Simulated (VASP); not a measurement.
# WSe2 in VASP: single point with PBE+D3(BJ)

Aim: the single point of WSe2 with PBE+D3(BJ).

Program: VASP 6.6.1. These are calculated values, not measurements. Logs are shortened: lines on timing, memory, paths and dates and some standing lists are left out, and cuts for length are marked.

## 1. The cell of the first run

The cell holds a slab with vacuum, 6 atoms: a = 3.285 Å, b = 3.285 Å, c = 24.239 Å, α = 90.00°, β = 90.00°, γ = 120.00°.

## 2. Single point, PBE+D3(BJ)

INCAR

```
ALGO = Normal ; DIPOL = 0.5 0.5 0.397
EDIFF = 1E-6 ; ENCUT = 520
GGA = PE ; IDIPOL = 3
ISIF = 2 ; ISMEAR = 0
IVDW = 12 ; LASPH = True
LCHARG = True ; LDIPOL = True
LELF = True ; LREAL = False
LVACPOTAV = True ; LVHAR = True
LWAVE = False ; NBANDS = 35
NELM = 60 ; PREC = Accurate
SIGMA = 0.05
```

KPOINTS

```
k-points
0
Gamma
  9 9 1
```

POSCAR

```
WSe2
1.0
    3.2854926884      0.0000000000      0.0000000000
   -1.6427463442      2.8453201321      0.0000000000
    0.0000000000      0.0000000000     24.2386466672
Se W
4 2
Direct
    0.3333333333      0.6666666667      0.1856539295
    0.3333333333      0.6666666667      0.3246601777
    0.3333333333      0.6666666667      0.4694702427
    0.3333333333      0.6666666667      0.6084764909
    0.6666666667      0.3333333333      0.2551570536
    0.6666666667      0.3333333333      0.5389733668
```

Potentials or basis: VASP PAW PBE potentials, release 64 (Se, W_sv).

Run with:

```sh
$ cat potpaw_PBE.64/Se/POTCAR potpaw_PBE.64/W_sv/POTCAR > POTCAR
$ mpirun -np 1 vasp_std > vasp.out
```

OUTCAR:

```text
EDIFF = 1E-6
   ENCUT = 520
   GGA = PE
   ISIF = 2
   ISMEAR = 0
   IVDW = 12
   LASPH = True
   LREAL = False
   NELM = 60
   PREC = Accurate
 IVDW          = 12

 ion  position               nearest neighbor table
   1  0.333  0.667  0.186-   5 2.54   5 2.54   5 2.54
   2  0.333  0.667  0.325-   5 2.54   5 2.54   5 2.54
   3  0.333  0.667  0.469-   6 2.54   6 2.54   6 2.54
   4  0.333  0.667  0.608-   6 2.54   6 2.54   6 2.54
   5  0.667  0.333  0.255-   2 2.54   1 2.54   2 2.54   1 2.54   2 2.54   1 2.54
   6  0.667  0.333  0.539-   3 2.54   4 2.54   3 2.54   4 2.54   3 2.54   4 2.54

  LATTYP: Found a hexagonal cell.
 ALAT       =     3.2854926884
 C/A-ratio  =     7.3774769771

  Lattice vectors:

 A1 = (   3.2854926884,   0.0000000000,   0.0000000000)
 A2 = (  -1.6427463442,   2.8453201321,   0.0000000000)
 A3 = (   0.0000000000,   0.0000000000,  24.2386466672)

Analysis of symmetry for initial positions (statically):
=====================================================================
 Subroutine PRICEL returns:
 Original cell was already a primitive cell.

 Routine SETGRP: Setting up the symmetry group for a
 hexagonal supercell.

 Subroutine GETGRP returns: Found 12 space group operations
 (whereof  6 operations were pure point group operations)
 out of a pool of 24 trial point group operations.

The static configuration has the point symmetry C_3v.
 The point group associated with its full space group is D_3h.

Analysis of symmetry for dynamics (positions and initial velocities):
=====================================================================
 Subroutine PRICEL returns:
 Original cell was already a primitive cell.

 Routine SETGRP: Setting up the symmetry group for a
 hexagonal supercell.

 Subroutine GETGRP returns: Found 12 space group operations
 (whereof  6 operations were pure point group operations)
 out of a pool of 24 trial point group operations.

The dynamic configuration has the point symmetry C_3v.
 The point group associated with its full space group is D_3h.

 Subroutine INISYM returns: Found 12 space group operations
 (whereof  6 operations are pure point group operations),
 and found     1 'primitive' translations

----------------------------------------------------------------------------------------

                                     Primitive cell

  volume of cell :     226.5896

  direct lattice vectors                    reciprocal lattice vectors
     3.285492688  0.000000000  0.000000000     0.304368353  0.175727151  0.000000000
    -1.642746344  2.845320132  0.000000000     0.000000000  0.351454302  0.000000000
     0.000000000  0.000000000 24.238646667     0.000000000  0.000000000  0.041256429

  length of vectors
     3.285492688  3.285492688 24.238646667     0.351454302  0.351454302  0.041256429

  position of ions in fractional coordinates (direct lattice)
     0.333333333  0.666666667  0.185653929
     0.333333333  0.666666667  0.324660178
     0.333333333  0.666666667  0.469470243
     0.333333333  0.666666667  0.608476491
     0.666666667  0.333333333  0.255157054
     0.666666667  0.333333333  0.538973367

  ion indices of the primitive-cell ions
   primitive index   ion index
                 1           1
                 2           2
                 3           3
                 4           4
                 5           5
                 6           6

----------------------------------------------------------------------------------------

 KPOINTS: k-points

Automatic generation of k-mesh.
 Grid dimensions read from file:
 generate k-points for:    9    9    1

 Generating k-lattice:

  Cartesian coordinates                     Fractional coordinates (reciprocal lattice)
     0.033818706  0.019525239  0.000000000     0.111111111  0.000000000  0.000000000
     0.000000000  0.039050478  0.000000000     0.000000000  0.111111111  0.000000000
     0.000000000  0.000000000  0.041256429     0.000000000  0.000000000  1.000000000

  Length of vectors
     0.039050478  0.039050478  0.041256429

  Shift w.r.t. Gamma in fractional coordinates (k-lattice)
     0.000000000  0.000000000  0.000000000

 Subroutine IBZKPT returns following result:
 ===========================================

 Found     12 irreducible k-points:

 Following reciprocal coordinates:
            Coordinates               Weight
  0.000000  0.000000  0.000000      1.000000
  0.111111 -0.000000  0.000000      6.000000
  0.222222 -0.000000  0.000000      6.000000
  0.333333 -0.000000  0.000000      6.000000
  0.444444 -0.000000  0.000000      6.000000
  0.111111  0.111111  0.000000      6.000000
  0.222222  0.111111  0.000000     12.000000
  0.333333  0.111111  0.000000     12.000000
  0.444444  0.111111  0.000000      6.000000
  0.222222  0.222222  0.000000      6.000000
  0.333333  0.222222  0.000000     12.000000
  0.333333  0.333333  0.000000      2.000000
   k-points           NKPTS =     12   k-points in BZ     NKDIM =     12   number of bands    NBANDS=     35
   number of dos      NEDOS =    301   number of ions     NIONS =      6
   total plane-waves  NPLWV = 103680
   dimension x,y,z NGX =    24 NGY =   24 NGZ =  180
   dimension x,y,z NGXF=    48 NGYF=   48 NGZF=  360
   ions per type =               4   2
   NGX,Y,Z   is equivalent  to a cutoff of  12.14, 12.14, 12.35 a.u.
   NGXF,Y,Z  is equivalent  to a cutoff of  24.29, 24.29, 24.69 a.u.
 SYSTEM =  unknown system
   PREC   = accura    normal or accurate (medium, high low for compatibility)
   ISTART =      0    job   : 0-new  1-cont  2-samecut
   ICHARG =      2    charge: 1-file 2-atom 10-const
   ISPIN  =      1    spin polarized calculation?
   LNONCOLLINEAR =      F non collinear calculations
   LSORBIT =      F    spin-orbit coupling
   LASPH  =      T    aspherical Exc in radial PAW
   ENCUT  =  520.0 eV  38.22 Ry    6.18 a.u.   6.11  6.11 45.07*2*pi/ulx,y,z
   NELM   =     60;   NELMIN=  2; NELMDL= -5     # of ELM steps
   EDIFF  = 0.1E-05   stopping-criterion for ELM
   LREAL  =      F    real-space projection
   EDIFFG = 0.1E-04   stopping-criterion for IOM
   NSW    =      0    number of steps for IOM
   IBRION =     -1    ionic relax: 0-MD 1-quasi-New 2-CG
   NFREE  =      0    steps in history (QN), initial steepest desc. (CG)
   ISIF   =      2    stress and relaxation
   ISYM   =      2    0-nonsym 1-usesym 2-fastsym
   POTIM  = 0.5000    time-step for ionic-motion
   TEBEG  =    0.0;   TEEND  =   0.0 temperature during run
   PSTRESS=    0.0 pullay stress
   NELECT =      52.0000    total number of electrons
   NUPDOWN=      -1.0000    fix difference up-down
   EMIN   =  10.00;   EMAX   =-10.00  energy-range for DOS
   EFERMI =   0.00;   METHOD = LEGACY
   ISMEAR =     0;   SIGMA  =   0.05  broadening in eV -4-tet -1-fermi 0-gaus
   EFERMI_NEDOS =   21; number of points for ismear=-14 and -15
   IALGO  =     38    algorithm
   IMIX   =      4    mixing-type and parameters
     AMIX     =   0.40;   BMIX     =  1.00
     AMIX_MAG =   1.60;   BMIX_MAG =  1.00
  volume/ion in A,a.u.               =      37.76       254.85
  Fermi-wavevector in a.u.,A,eV,Ry     =   1.002296  1.894065 13.668372  1.004597
  Thomas-Fermi vector in A             =   2.134774
   LORBIT       =      0    0 simple, 1 ext, 2 COOP (PROOUT), +10 PAW based schemes
   GGA     = PE    functional components
   LHFCALC =     F    Hartree Fock is set to
   AEXX    =    0.0000 exact exchange contribution
   IVDW    =    12    specifies the selected vdW correction
   LEPSILON=     F    determine dielectric tensor
   LRPA    =     F    only Hartree local field effects (RPA)
 non-spin polarized calculation
 Gauss-broadening in eV      SIGMA  =   0.05
  energy-cutoff  :      520.00
  volume of cell :      226.59
 maximum number of plane-waves:      6144
   NGX = 13   NGY = 13   NGZ = 91

 dipolmoment           0.000000      0.000000      0.000022 electrons x Angstroem

 number of electron      51.9999987 magnetization

 dipolmoment           0.000000      0.000000     -0.000003 electrons x Angstroem

 Free energy of the ion-electron system (eV)
  ---------------------------------------------------
  ext. energy  EPLUGINS =         0.00000000
  ---------------------------------------------------
  free energy    TOTEN  =       -43.14468794 eV

  energy without entropy =      -43.14468794  energy(sigma->0) =      -43.14468794

 E-fermi :   1.1950     XC(G=0):  -6.2546

 val. band max:        0.8950420291   @ k =   0.3333   0.3333   0.0000
 cond. band min:       2.3997883607   @ k =   0.2222   0.1111   0.0000
 fundamental gap:      1.5047463316
 Fermi energy:         1.1949639284

 k-point     1 :       0.0000    0.0000    0.0000
  band No.  band energies     occupation
      1     -73.1742      2.00000
      2     -73.1741      2.00000
      3     -37.4217      2.00000
      4     -37.4217      2.00000
      5     -37.2850      2.00000
      6     -37.2850      2.00000
[... 27 lines left out ...]
     34       4.0505      0.00000
     35       5.1956      0.00000

 k-point     2 :       0.1111   -0.0000    0.0000
  band No.  band energies     occupation
      1     -73.1730      2.00000
      2     -73.1729      2.00000
      3     -37.4164      2.00000
      4     -37.4164      2.00000
      5     -37.3127      2.00000
      6     -37.3127      2.00000
[... 27 lines left out ...]
     34       4.1884      0.00000
     35       5.6120      0.00000

 k-point     3 :       0.2222   -0.0000    0.0000
  band No.  band energies     occupation
      1     -73.1699      2.00000
      2     -73.1698      2.00000
      3     -37.4031      2.00000
      4     -37.4031      2.00000
      5     -37.3824      2.00000
      6     -37.3824      2.00000
[... 27 lines left out ...]
     34       4.7529      0.00000
     35       6.2695      0.00000
[... 267 lines left out ...]
 k-point    11 :       0.3333    0.2222    0.0000
  band No.  band energies     occupation
      1     -73.1630      2.00000
      2     -73.1630      2.00000
      3     -37.4834      2.00000
      4     -37.4833      2.00000
      5     -37.3950      2.00000
      6     -37.3950      2.00000
[... 27 lines left out ...]
     34       5.7402      0.00000
     35       6.0440      0.00000

 k-point    12 :       0.3333    0.3333    0.0000
  band No.  band energies     occupation
      1     -73.1624      2.00000
      2     -73.1624      2.00000
      3     -37.4594      2.00000
      4     -37.4594      2.00000
      5     -37.4360      2.00000
      6     -37.4360      2.00000
[... 27 lines left out ...]
     34       6.0950      0.00000
     35       6.1407      0.00000

------------------------ aborting loop because EDIFF is reached ----------------------------------------

 Edisp (eV)   -2.31968

 E8    (eV) :    -1.0658

  FORCE on cell =-STRESS in cart. coord.  units (eV):
  Direction    XX          YY          ZZ          XY          YZ          ZX
  --------------------------------------------------------------------------------------
  -------------------------------------------------------------------------------------
  Total       0.00162     0.00162     0.50809     0.00000     0.00000     0.00000
  in kB       0.01146     0.01146     3.59265     0.00000     0.00000     0.00000
  external pressure =        1.21 kB  Pullay stress =        0.00 kB

 VOLUME and BASIS-vectors are now :
 -----------------------------------------------------------------------------
  energy-cutoff  :      520.00
  volume of cell :      226.59
      direct lattice vectors                 reciprocal lattice vectors
     3.285492688  0.000000000  0.000000000     0.304368353  0.175727151  0.000000000
    -1.642746344  2.845320132  0.000000000     0.000000000  0.351454302  0.000000000
     0.000000000  0.000000000 24.238646667     0.000000000  0.000000000  0.041256429

 POSITION                                       TOTAL-FORCE (eV/Angst)
 -----------------------------------------------------------------------------------
     -0.00000      1.89688      4.50000         0.000000     -0.000000     -0.041827
     -0.00000      1.89688      7.86932         0.000000      0.000000     -0.041957
     -0.00000      1.89688     11.37932         0.000000      0.000000      0.041957
     -0.00000      1.89688     14.74865         0.000000     -0.000000      0.041827
      1.64275      0.94844      6.18466        -0.000000      0.000000      0.002545
      1.64275      0.94844     13.06399        -0.000000      0.000000     -0.002545
 -----------------------------------------------------------------------------------
    total drift:                               -0.000000      0.000000     -0.000076

  FREE ENERGIE OF THE ION-ELECTRON SYSTEM (eV)
  ---------------------------------------------------
  free  energy   TOTEN  =       -45.4643728293 eV

  energy  without entropy=      -45.4643728293  energy(sigma->0) =      -45.46437283

 vacuum level on the upper side and lower side of the slab         5.930         5.930
```

It took 62 s on 1 thread of Intel Xeon 6975P-C (Granite Rapids), shared host; peak memory 0.35 GiB.

Results:

```
Free energy                : -45.4644 eV
Largest force              : 0.042 eV/Å
Band gap on the k mesh     : 1.50 eV, indirect (least direct gap 1.64 eV)
Dispersion energy per atom : -0.387 eV
```

Forces on the atoms (eV/Å):
```
Se   0.000  0.000 -0.042
Se   0.000  0.000 -0.042
Se   0.000  0.000  0.042
Se   0.000  0.000  0.042
W    0.000  0.000  0.003
W    0.000  0.000 -0.003
```

Levels at points of the mesh, in eV from the valence-band top:
| k point | band 24 | band 25 | band 26 | band 27 | band 28 | band 29 |
| --- | --- | --- | --- | --- | --- | --- |
| (0.00, 0.00, 0.00) | -1.19 | -0.63 | -0.08 | 2.91 | 2.91 | 2.98 |

Caveat: spin-orbit coupling is left out, which moves the levels of the heavy elements.
